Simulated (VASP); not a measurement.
# Cu (Fm-3m) in VASP: notebook

Runs on Cu. Level: LDA. Tasks: single point, relaxation of cell and atoms.

Program: VASP 6.6.1. These are calculated values, not measurements. Logs are shortened: lines on timing, memory, paths and dates and some standing lists are left out, and cuts for length are marked.

### Step 1. The cell of the first run

The structure is cubic, space group Fm-3m (No. 225). The conventional cell has a = 3.381 Å, b = 3.381 Å, c = 3.381 Å, α = 90.00°, β = 90.00°, γ = 90.00°. Within 3.2 Å of Cu (site symmetry m-3m) lie 12 Cu at 2.39 Å.

### Step 2. Single point, LDA

INCAR

```
SYSTEM = Cu
ALGO = Normal ; EDIFF = 1E-6
ENCUT = 600 ; GGA_COMPAT = .FALSE.
ISIF = 2 ; ISMEAR = 0
LASPH = .TRUE. ; LCHARG = .FALSE.
LREAL = .FALSE. ; LWAVE = .FALSE.
NBANDS = 12 ; NELM = 120
PREC = Accurate ; SIGMA = 0.1
```

KPOINTS

```
k-points
0
G
  11 11 11
  0 0 0
```

POSCAR

```
Cu
1.0
    0.0000000000      1.6905952567      1.6905952567
    1.6905952567      0.0000000000      1.6905952567
    1.6905952567      1.6905952567      0.0000000000
Cu
1
Direct
    0.0000000000      0.0000000000      0.0000000000
```

Potentials or basis: VASP PAW LDA potentials, release 64 (Cu).

Command:

```sh
$ cat potpaw_LDA.64/Cu/POTCAR > POTCAR
$ mpirun -np 1 vasp_std > vasp.out
```

OUTCAR:

```text
SYSTEM = Cu
   EDIFF = 1E-6
   ENCUT = 600
   ISIF = 2
   ISMEAR = 0
   LASPH = .TRUE.
   LREAL = .FALSE.
   NELM = 120
   PREC = Accurate

 ion  position               nearest neighbor table
   1  0.000  0.000  0.000-

  LATTYP: Found a face centered cubic cell.
 ALAT       =     3.3811905134

  Lattice vectors:

 A1 = (   0.0000000000,   1.6905952567,   1.6905952567)
 A2 = (   1.6905952567,   0.0000000000,   1.6905952567)
 A3 = (   1.6905952567,   1.6905952567,   0.0000000000)

Analysis of symmetry for initial positions (statically):
=====================================================================
 Subroutine PRICEL returns:
 Original cell was already a primitive cell.

 Routine SETGRP: Setting up the symmetry group for a
 face centered cubic supercell.

 Subroutine GETGRP returns: Found 48 space group operations
 (whereof 48 operations were pure point group operations)
 out of a pool of 48 trial point group operations.

The static configuration has the point symmetry O_h .

Analysis of symmetry for dynamics (positions and initial velocities):
=====================================================================
 Subroutine PRICEL returns:
 Original cell was already a primitive cell.

 Routine SETGRP: Setting up the symmetry group for a
 face centered cubic supercell.

 Subroutine GETGRP returns: Found 48 space group operations
 (whereof 48 operations were pure point group operations)
 out of a pool of 48 trial point group operations.

The dynamic configuration has the point symmetry O_h .

 Subroutine INISYM returns: Found 48 space group operations
 (whereof 48 operations are pure point group operations),
 and found     1 'primitive' translations

----------------------------------------------------------------------------------------

                                     Primitive cell

  volume of cell :       9.6638

  direct lattice vectors                    reciprocal lattice vectors
     0.000000000  1.690595257  1.690595257    -0.295753817  0.295753817  0.295753817
     1.690595257  0.000000000  1.690595257     0.295753817 -0.295753817  0.295753817
     1.690595257  1.690595257  0.000000000     0.295753817  0.295753817 -0.295753817

  length of vectors
     2.390862741  2.390862741  2.390862741     0.512260637  0.512260637  0.512260637

  position of ions in fractional coordinates (direct lattice)
     0.000000000  0.000000000  0.000000000

  ion indices of the primitive-cell ions
   primitive index   ion index
                 1           1

----------------------------------------------------------------------------------------

 KPOINTS: k-points

Automatic generation of k-mesh.
 Grid dimensions read from file:
 generate k-points for:   11   11   11

 Generating k-lattice:

  Cartesian coordinates                     Fractional coordinates (reciprocal lattice)
    -0.026886711  0.026886711  0.026886711     0.090909091  0.000000000  0.000000000
     0.026886711 -0.026886711  0.026886711     0.000000000  0.090909091  0.000000000
     0.026886711  0.026886711 -0.026886711     0.000000000  0.000000000  0.090909091

  Length of vectors
     0.046569149  0.046569149  0.046569149

  Shift w.r.t. Gamma in fractional coordinates (k-lattice)
     0.000000000  0.000000000  0.000000000

 Subroutine IBZKPT returns following result:
 ===========================================

 Found     56 irreducible k-points:

 Following reciprocal coordinates:
            Coordinates               Weight
  0.000000  0.000000  0.000000      1.000000
  0.090909  0.000000  0.000000      8.000000
  0.181818  0.000000  0.000000      8.000000
  0.272727  0.000000  0.000000      8.000000
  0.363636  0.000000  0.000000      8.000000
  0.454545  0.000000  0.000000      8.000000
[... 16 lines left out ...]
 -0.272727  0.181818  0.000000     24.000000
 -0.181818  0.181818  0.000000     12.000000
 [... further k-points ...]
   k-points           NKPTS =     56   k-points in BZ     NKDIM =     56   number of bands    NBANDS=     12
   number of dos      NEDOS =    301   number of ions     NIONS =      1
   total plane-waves  NPLWV =   8000
   dimension x,y,z NGX =    20 NGY =   20 NGZ =   20
   dimension x,y,z NGXF=    40 NGYF=   40 NGZF=   40
   ions per type =               1
   NGX,Y,Z   is equivalent  to a cutoff of  13.91, 13.91, 13.91 a.u.
   NGXF,Y,Z  is equivalent  to a cutoff of  27.81, 27.81, 27.81 a.u.
 SYSTEM =  Cu
   PREC   = accura    normal or accurate (medium, high low for compatibility)
   ISTART =      0    job   : 0-new  1-cont  2-samecut
   ICHARG =      2    charge: 1-file 2-atom 10-const
   ISPIN  =      1    spin polarized calculation?
   LNONCOLLINEAR =      F non collinear calculations
   LSORBIT =      F    spin-orbit coupling
   LASPH  =      T    aspherical Exc in radial PAW
   ENCUT  =  600.0 eV  44.10 Ry    6.64 a.u.   4.78  4.78  4.78*2*pi/ulx,y,z
   NELM   =    120;   NELMIN=  2; NELMDL= -5     # of ELM steps
   EDIFF  = 0.1E-05   stopping-criterion for ELM
   LREAL  =      F    real-space projection
   EDIFFG = 0.1E-04   stopping-criterion for IOM
   NSW    =      0    number of steps for IOM
   IBRION =     -1    ionic relax: 0-MD 1-quasi-New 2-CG
   NFREE  =      0    steps in history (QN), initial steepest desc. (CG)
   ISIF   =      2    stress and relaxation
   ISYM   =      2    0-nonsym 1-usesym 2-fastsym
   POTIM  = 0.5000    time-step for ionic-motion
   TEBEG  =    0.0;   TEEND  =   0.0 temperature during run
   PSTRESS=    0.0 pullay stress
   NELECT =      11.0000    total number of electrons
   NUPDOWN=      -1.0000    fix difference up-down
   EMIN   =  10.00;   EMAX   =-10.00  energy-range for DOS
   EFERMI =   0.00;   METHOD = LEGACY
   ISMEAR =     0;   SIGMA  =   0.10  broadening in eV -4-tet -1-fermi 0-gaus
   EFERMI_NEDOS =   21; number of points for ismear=-14 and -15
   IALGO  =     38    algorithm
   IMIX   =      4    mixing-type and parameters
     AMIX     =   0.40;   BMIX     =  1.00
     AMIX_MAG =   1.60;   BMIX_MAG =  1.00
  volume/ion in A,a.u.               =       9.66        65.21
  Fermi-wavevector in a.u.,A,eV,Ry     =   1.709318  3.230142 39.753046  2.921766
  Thomas-Fermi vector in A             =   2.787823
   LORBIT       =      0    0 simple, 1 ext, 2 COOP (PROOUT), +10 PAW based schemes
   GGA     = CA    functional components
   LHFCALC =     F    Hartree Fock is set to
   AEXX    =    0.0000 exact exchange contribution
   IVDW    =     0    specifies the selected vdW correction
   LEPSILON=     F    determine dielectric tensor
   LRPA    =     F    only Hartree local field effects (RPA)
 non-spin polarized calculation
 Gauss-broadening in eV      SIGMA  =   0.10
  energy-cutoff  :      600.00
  volume of cell :        9.66
 maximum number of plane-waves:       331
   NGX =  9   NGY =  9   NGZ =  9

 number of electron      11.0000009 magnetization

 Free energy of the ion-electron system (eV)
  ---------------------------------------------------
  ext. energy  EPLUGINS =         0.00000000
  ---------------------------------------------------
  free energy    TOTEN  =        -4.60618717 eV

  energy without entropy =       -4.60500063  energy(sigma->0) =       -4.60559390

 E-fermi :  10.2385     XC(G=0): -14.3183

 val. band max:       10.1619325605   @ k =   0.4545   0.2727   0.0000
 cond. band min:      10.3088160143   @ k =   0.4545   0.3636   0.0000
 fundamental gap:      0.1468834538
 Fermi energy:        10.2385405589

 k-point     1 :       0.0000    0.0000    0.0000
  band No.  band energies     occupation
      1      -0.8432      2.00000
      2       6.3681      2.00000
      3       6.3681      2.00000
      4       6.3681      2.00000
      5       7.5096      2.00000
      6       7.5096      2.00000
      7      34.3630      0.00000
      8      38.4925      0.00000
      9      38.4925      0.00000
     10      38.4925      0.00000
     11      41.3646      0.00000
     12      41.3646      0.00000

 k-point     2 :       0.0909    0.0000    0.0000
  band No.  band energies     occupation
      1      -0.4965      2.00000
      2       6.2809      2.00000
      3       6.4415      2.00000
      4       6.4415      2.00000
      5       7.4807      2.00000
      6       7.4807      2.00000
      7      32.8387      0.00000
      8      35.8920      0.00000
      9      37.7385      0.00000
     10      37.7385      0.00000
     11      42.4879      0.00000
     12      42.4879      0.00000

 k-point     3 :       0.1818    0.0000    0.0000
  band No.  band energies     occupation
      1       0.4995      2.00000
      2       6.0898      2.00000
      3       6.5726      2.00000
      4       6.5726      2.00000
      5       7.4794      2.00000
      6       7.4794      2.00000
      7      28.0888      0.00000
      8      35.0934      0.00000
      9      36.7009      0.00000
     10      36.7009      0.00000
     11      43.0267      0.00000
     12      43.3907      0.00000
[... 286 lines left out ...]
 k-point    23 :      -0.2727    0.1818    0.0000
  band No.  band energies     occupation
      1       3.7888      2.00000
      2       5.7635      2.00000
      3       6.1551      2.00000
      4       6.8778      2.00000
      5       7.4937      2.00000
      6       9.2410      2.00000
      7      21.0397      0.00000
      8      25.4861      0.00000
      9      34.9381      0.00000
     10      34.9722      0.00000
     11      42.1840      0.00000
     12      42.9253      0.00000

 k-point    24 :      -0.1818    0.1818    0.0000
  band No.  band energies     occupation
      1       2.4690      2.00000
      2       5.7277      2.00000
      3       6.4376      2.00000
      4       7.0373      2.00000
      5       7.0578      2.00000
      6       8.3664      2.00000
      7      25.3061      0.00000
      8      26.2375      0.00000
      9      36.8739      0.00000
     10      37.7730      0.00000
     11      40.1583      0.00000
     12      43.0471      0.00000

 [... further k-points ...]

------------------------ aborting loop because EDIFF is reached ----------------------------------------

  FORCE on cell =-STRESS in cart. coord.  units (eV):
  Direction    XX          YY          ZZ          XY          YZ          ZX
  --------------------------------------------------------------------------------------
  -------------------------------------------------------------------------------------
  Total        1.8722268      1.8722268      1.8722268     -0.0000000      0.0000000      0.0000000
  in kB      310.3988571    310.3988571    310.3988571     -0.0000000      0.0000000      0.0000000
  external PRESSURE =     310.3988571 kB  Pullay stress =       0.0000000 kB

 VOLUME and BASIS-vectors are now :
 -----------------------------------------------------------------------------
  energy-cutoff  :      600.00
  volume of cell :        9.66
      direct lattice vectors                 reciprocal lattice vectors
     0.000000000  1.690595257  1.690595257    -0.295753817  0.295753817  0.295753817
     1.690595257  0.000000000  1.690595257     0.295753817 -0.295753817  0.295753817
     1.690595257  1.690595257  0.000000000     0.295753817  0.295753817 -0.295753817

 POSITION                                       TOTAL-FORCE (eV/Angst)
 -----------------------------------------------------------------------------------
      0.00000      0.00000      0.00000         0.000000     -0.000000     -0.000000
 -----------------------------------------------------------------------------------
    total drift:                                0.000000      0.000000      0.000000

  FREE ENERGIE OF THE ION-ELECTRON SYSTEM (eV)
  ---------------------------------------------------
  free  energy   TOTEN  =        -4.6061871681 eV

  energy  without entropy=       -4.6050006346  energy(sigma->0) =       -4.60559390
```

It took 6.7 s on 1 thread of Intel Xeon Platinum 8488C (Sapphire Rapids), shared host; peak memory 0.12 GiB.

Results:

| Item | Value |
| --- | --- |
| Free energy | -4.6062 eV |
| Pressure | 31.0 GPa |
| Band gap on the k mesh | zero (an odd number of electrons rules out a gap without spin polarisation) |

Caveat: the cell stands under pressure.

### Step 3. Single point, LDA

This run uses another cell than the first one, of 10.87 Å³/atom.

INCAR

```
SYSTEM = Cu
ALGO = Normal
EDIFF = 1E-6
ENCUT = 600
GGA = CA
GGA_COMPAT = .False.
ISIF = 2
ISMEAR = 0
LASPH = .True.
LCHARG = .False.
LREAL = .False.
LWAVE = .False.
NBANDS = 12
NELM = 120
PREC = Accurate
SIGMA = 0.1
```

KPOINTS

```
k-points
0
Gamma
  11 11 11
  0 0 0
```

POSCAR

```
Cu
1.0
    0.0000000000      1.7583942521      1.7583942521
    1.7583942521      0.0000000000      1.7583942521
    1.7583942521      1.7583942521      0.0000000000
Cu
1
Direct
    0.0000000000      0.0000000000      0.0000000000
```

Potentials or basis: VASP PAW LDA potentials, release 64 (Cu).

Command:

```sh
$ cat potpaw_LDA.64/Cu/POTCAR > POTCAR
$ mpirun -np 1 vasp_std > vasp.out
```

Run time: 4.9 s. Hardware: 1 thread of Intel Xeon Platinum 8488C (Sapphire Rapids), shared host; peak memory 0.12 GiB.

Results (log left out):

* Free energy: -4.7145 eV
* Pressure: 0.9 GPa
* Band gap on the k mesh: zero (an odd number of electrons rules out a gap without spin polarisation)

Levels at points of the mesh, in eV from the Fermi level:
```
           k point  band 3  band 4  band 5  band 6  band 7  band 8  band 9  band 10
(0.00, 0.00, 0.00)   -3.42   -3.42   -2.47   -2.47   23.26   26.39   26.39    26.39
```

### Step 4. Relaxation of cell and atoms, LDA

This run uses another cell than the first one, of 11.86 Å³/atom.

INCAR

```
SYSTEM = Cu
PREC = Accurate ; ENCUT = 600
EDIFF = 1E-7 ; ISMEAR = 0
SIGMA = 0.1 ; LREAL = .FALSE.
LASPH = .TRUE. ; NELM = 120
ALGO = Normal ; ISIF = 3
LWAVE = .FALSE. ; LCHARG = .FALSE.
IBRION = 2 ; NSW = 80
EDIFFG = -0.03 ; GGA_COMPAT = .FALSE.
NELMIN = 4
```

KPOINTS

```
Automatic mesh
0
G
  11 11 11
  0 0 0
```

POSCAR

```
Cu
1.0
    0.0000000000      1.8100000000      1.8100000000
    1.8100000000      0.0000000000      1.8100000000
    1.8100000000      1.8100000000      0.0000000000
Cu
1
Direct
    0.0000000000      0.0000000000      0.0000000000
```

Command:

```sh
$ cat potpaw_LDA.64/Cu/POTCAR > POTCAR
$ mpirun -np 1 vasp_std > vasp.out
```

Wall time 9.4 s (1 thread of Intel Xeon Platinum 8488C (Sapphire Rapids), shared host); peak memory 0.13 GiB.

Results (log left out):

```
Free energy                           : -4.7151 eV
Relaxed volume                        : 10.93 Å³/atom
Relaxed cell                          : a = 2.491 Å, b = 2.491 Å, c = 2.491 Å, α = 60.00°, β = 60.00°, γ = 60.00°
Space group after relaxing (to 0.1 Å) : Fm-3m (No. 225)
Energy gained by relaxing             : 39.7 meV/atom
Ionic steps                           : 3
Pressure after relaxing               : -0.1 GPa
Band gap on the k mesh                : zero (an odd number of electrons rules out a gap without spin polarisation)
```

Step by step:
```tsv
step	energy change (eV)	largest force (eV/Å)	pressure (GPa)	volume (Å³)
1	0.0000	0.0000	-12.47	11.86
2	-0.0200	0.0000	11.55	10.35
3	-0.0397	0.0000	-0.06	10.93
```

Final structure:
```cif
data_structure
_symmetry_space_group_name_H-M 'P 1'
_symmetry_Int_Tables_number 1
_cell_length_a 2.4907
_cell_length_b 2.4907
_cell_length_c 2.4907
_cell_angle_alpha 60.000
_cell_angle_beta 60.000
_cell_angle_gamma 60.000
_cell_volume 10.93
loop_
_atom_site_label
_atom_site_type_symbol
_atom_site_fract_x
_atom_site_fract_y
_atom_site_fract_z
_atom_site_occupancy
Cu1 Cu 0.00000 0.00000 0.00000 1
```

Levels at points of the mesh, in eV from the Fermi level:
| k point | band 3 | band 4 | band 5 | band 6 | band 7 | band 8 | band 9 |
| --- | --- | --- | --- | --- | --- | --- | --- |
| (0.00, 0.00, 0.00) | -3.40 | -3.40 | -2.46 | -2.46 | 23.22 | 26.31 | 26.31 |

### Step 5. Summary

```csv
task,cell,gap on the mesh (eV),pressure (GPa)
single point,"a = 2.391 Å, angles 60.0°, 1 atom",none,31.0
single point,"a = 2.487 Å, angles 60.0°, 1 atom",none,0.9
relaxation of cell and atoms,"relaxed from a = 2.560 Å, angles 60.0°, 1 atom",none,-0.1
```

Alike in all rows: level LDA; potentials or basis VASP PAW LDA potentials, release 64 (Cu); no spin polarisation; k mesh 11 × 11 × 11; cutoff (eV) 600; smearing gaussian 0.1 eV.

Caveats: the cell stands under pressure (at least some runs).

Absolute energies hang on the potentials; compare differences alone.

The gap in the log of VASP goes by the Fermi energy; the results here count the filled bands.